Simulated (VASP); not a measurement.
# AlN (Fm-3m) in VASP: relaxation of the atoms with PBE

Aim: the relaxation of the atoms of AlN with PBE.

The COD entry that gives the cell may itself be a prediction, so a difference from it is no test against experiment.

All numbers are computed with VASP 6.6.1; they aren't measurements. Logs are shortened: lines on timing, memory, paths and dates and some standing lists are left out, and cuts for length are marked.

### 1 The cell of the first run

Symmetry: Fm-3m, No. 225, cubic system. Conventional cell: a = 3.938 Å, b = 3.938 Å, c = 3.938 Å, α = 90.00°, β = 90.00°, γ = 90.00°. Al (site symmetry m-3m) has 6 N at 1.97 Å within 2.6 Å. Within 2.6 Å of N (site symmetry m-3m) lie 6 Al at 1.97 Å.

### 2 Relaxation of the atoms, PBE

Contents of INCAR:

```
  PREC = Accurate
  ENCUT = 520
  EDIFF = 1E-6
  ISMEAR = -1
  SIGMA = 0.02
  LREAL = False
  LASPH = True
  NELM = 100
  ALGO = Normal
  ISIF = 2
  LWAVE = False
  LCHARG = False
  GGA = PE
  IBRION = 2
  NSW = 80
  EDIFFG = -0.02
```

Contents of KPOINTS:

```
regular mesh
0
Gamma
  12 12 12
```

Contents of POSCAR:

```
AlN
1.0
    0.0000000000      1.9690000000      1.9690000000
    1.9690000000      0.0000000000      1.9690000000
    1.9690000000      1.9690000000      0.0000000000
Al N
1 1
Direct
    0.0000000000      0.0000000000      0.0000000000
    0.5000000000      0.5000000000      0.5000000000
```

Potentials or basis: VASP PAW PBE potentials, release 64 (Al, N).

The run is started by

```bash
$ cat potpaw_PBE.64/Al/POTCAR potpaw_PBE.64/N/POTCAR > POTCAR
$ mpirun -np 1 vasp_std > vasp.out
```

OUTCAR:

```text
PREC = Accurate
   ENCUT = 520
   EDIFF = 1E-6
   ISMEAR = -1
   LREAL = False
   LASPH = True
   NELM = 100
   ISIF = 2
   GGA = PE
   IBRION = 2
   NSW = 80
   EDIFFG = -0.02

 ion  position               nearest neighbor table
   1  0.000  0.000  0.000-   2 1.97   2 1.97   2 1.97   2 1.97   2 1.97   2 1.97
   2  0.500  0.500  0.500-   1 1.97   1 1.97   1 1.97   1 1.97   1 1.97   1 1.97

  LATTYP: Found a face centered cubic cell.
 ALAT       =     3.9380000000

  Lattice vectors:

 A1 = (   0.0000000000,   1.9690000000,   1.9690000000)
 A2 = (   1.9690000000,   0.0000000000,   1.9690000000)
 A3 = (   1.9690000000,   1.9690000000,   0.0000000000)

Analysis of symmetry for initial positions (statically):
=====================================================================
 Subroutine PRICEL returns:
 Original cell was already a primitive cell.

 Routine SETGRP: Setting up the symmetry group for a
 face centered cubic supercell.

 Subroutine GETGRP returns: Found 48 space group operations
 (whereof 48 operations were pure point group operations)
 out of a pool of 48 trial point group operations.

The static configuration has the point symmetry O_h .

Analysis of symmetry for dynamics (positions and initial velocities):
=====================================================================
 Subroutine PRICEL returns:
 Original cell was already a primitive cell.

 Routine SETGRP: Setting up the symmetry group for a
 face centered cubic supercell.

 Subroutine GETGRP returns: Found 48 space group operations
 (whereof 48 operations were pure point group operations)
 out of a pool of 48 trial point group operations.

The dynamic configuration has the point symmetry O_h .

 Subroutine INISYM returns: Found 48 space group operations
 (whereof 48 operations are pure point group operations),
 and found     1 'primitive' translations

----------------------------------------------------------------------------------------

                                     Primitive cell

  volume of cell :      15.2675

  direct lattice vectors                    reciprocal lattice vectors
     0.000000000  1.969000000  1.969000000    -0.253936008  0.253936008  0.253936008
     1.969000000  0.000000000  1.969000000     0.253936008 -0.253936008  0.253936008
     1.969000000  1.969000000  0.000000000     0.253936008  0.253936008 -0.253936008

  length of vectors
[... 81 lines left out ...]
   NELM   =    100;   NELMIN=  2; NELMDL= -5     # of ELM steps
   EDIFF  = 0.1E-05   stopping-criterion for ELM
   LREAL  =      F    real-space projection
   EDIFFG = -.2E-01   stopping-criterion for IOM
   NSW    =     80    number of steps for IOM
   IBRION =      2    ionic relax: 0-MD 1-quasi-New 2-CG
   NFREE  =      1    steps in history (QN), initial steepest desc. (CG)
   ISIF   =      2    stress and relaxation
   ISYM   =      2    0-nonsym 1-usesym 2-fastsym
   POTIM  = 0.5000    time-step for ionic-motion
   TEBEG  =    0.0;   TEEND  =   0.0 temperature during run
   PSTRESS=    0.0 pullay stress
   NELECT =       8.0000    total number of electrons
   NUPDOWN=      -1.0000    fix difference up-down
   EMIN   =  10.00;   EMAX   =-10.00  energy-range for DOS
   EFERMI =   0.00;   METHOD = LEGACY
   ISMEAR =    -1;   SIGMA  =   0.02  broadening in eV -4-tet -1-fermi 0-gaus
   EFERMI_NEDOS =   21; number of points for ismear=-14 and -15
   IALGO  =     38    algorithm
   IMIX   =      4    mixing-type and parameters
     AMIX     =   0.40;   BMIX     =  1.00
     AMIX_MAG =   1.60;   BMIX_MAG =  1.00
  volume/ion in A,a.u.               =       7.63        51.51
  Fermi-wavevector in a.u.,A,eV,Ry     =   1.319823  2.494104 23.700443  1.741933
  Thomas-Fermi vector in A             =   2.449694
   LORBIT       =      0    0 simple, 1 ext, 2 COOP (PROOUT), +10 PAW based schemes
   GGA     = PE    functional components
   LHFCALC =     F    Hartree Fock is set to
   AEXX    =    0.0000 exact exchange contribution
   IVDW    =     0    specifies the selected vdW correction
   LEPSILON=     F    determine dielectric tensor
   LRPA    =     F    only Hartree local field effects (RPA)
 conjugate gradient relaxation of ions
 non-spin polarized calculation
  energy-cutoff  :      520.00
  volume of cell :       15.27
 maximum number of plane-waves:       424
 NGX is ok and might be reduce to    24
   NGX = 11   NGY = 11   NGZ = 11

 number of electron       8.0000000 magnetization

 Free energy of the ion-electron system (eV)
  ---------------------------------------------------
  ext. energy  EPLUGINS =         0.00000000
  ---------------------------------------------------
  free energy    TOTEN  =       -14.40824189 eV

  energy without entropy =      -14.40824189  energy(sigma->0) =      -14.40824189

 E-fermi :  11.4218     XC(G=0): -12.6611

 val. band max:       11.0243569826   @ k =   0.0000   0.0000   0.0000
 cond. band min:      16.1829743890   @ k =   0.5000   0.5000   0.0000
 fundamental gap:      5.1586174063
 Fermi energy:        11.4217798047

 k-point     1 :       0.0000    0.0000    0.0000
  band No.  band energies     occupation
      1      -7.2694      2.00000
      2      11.0244      2.00000
      3      11.0244      2.00000
      4      11.0244      2.00000
      5      17.8926      0.00000
      6      23.4441      0.00000
      7      23.4441      0.00000
      8      23.4441      0.00000
[... 243 lines left out ...]
 k-point    24 :      -0.4167    0.1667    0.0000
  band No.  band energies     occupation
      1      -3.3925      2.00000
      2       2.8331      2.00000
      3       7.7362      2.00000
      4       9.4426      2.00000
      5      19.0734      0.00000
      6      21.2060      0.00000
      7      23.8538      0.00000
      8      24.7036      0.00000

 [... further k-points ...]
[... 5 lines left out ...]
  --------------------------------------------------------------------------------------
  -------------------------------------------------------------------------------------
  Total        2.8696839      2.8696839      2.8696839     -0.0000000      0.0000000     -0.0000000
  in kB      301.1462802    301.1462802    301.1462802     -0.0000000      0.0000000     -0.0000000
  external PRESSURE =     301.1462802 kB  Pullay stress =       0.0000000 kB

 VOLUME and BASIS-vectors are now :
 -----------------------------------------------------------------------------
  energy-cutoff  :      520.00
  volume of cell :       15.27
      direct lattice vectors                 reciprocal lattice vectors
     0.000000000  1.969000000  1.969000000    -0.253936008  0.253936008  0.253936008
     1.969000000  0.000000000  1.969000000     0.253936008 -0.253936008  0.253936008
     1.969000000  1.969000000  0.000000000     0.253936008  0.253936008 -0.253936008

 POSITION                                       TOTAL-FORCE (eV/Angst)
 -----------------------------------------------------------------------------------
      0.00000      0.00000      0.00000        -0.000000      0.000000     -0.000000
      1.96900      1.96900      1.96900         0.000000     -0.000000      0.000000
 -----------------------------------------------------------------------------------
    total drift:                               -0.000000     -0.000000      0.000000

  FREE ENERGIE OF THE ION-ELECTRON SYSTEM (eV)
  ---------------------------------------------------
  free  energy   TOTEN  =       -14.4082418865 eV

  energy  without entropy=      -14.4082418865  energy(sigma->0) =      -14.40824189

 reached required accuracy - stopping structural energy minimisation
```

CONTCAR:

```text
AlN
   1.00000000000000
     0.0000000000000000    1.9690000000000001    1.9690000000000001
     1.9690000000000001    0.0000000000000000    1.9690000000000001
     1.9690000000000001    1.9690000000000001    0.0000000000000000
  Al              N
     1     1
Direct
     0.0000000000000000    0.0000000000000000    0.0000000000000000
     0.5000000000000000    0.5000000000000000    0.5000000000000000

  0.00000000E+00  0.00000000E+00  0.00000000E+00
  0.00000000E+00  0.00000000E+00  0.00000000E+00
```

Wall time 11 s (1 thread of AMD EPYC 9R45 (Zen 5), shared host); peak memory 0.09 GiB.

Results:

| Quantity | Value |
| --- | --- |
| Free energy | -14.4082 eV |
| Pressure after relaxing | 30.1 GPa |
| Band gap on the k mesh | 5.16 eV, indirect (least direct gap 6.87 eV) |

Final structure:
```
CELL_PARAMETERS angstrom
0.00000 1.96900 1.96900
1.96900 0.00000 1.96900
1.96900 1.96900 0.00000
ATOMIC_POSITIONS crystal
Al 0.00000 0.00000 0.00000
N 0.50000 0.50000 0.50000
```

Caveat: the relaxation stopped at its first step, so nothing moved.
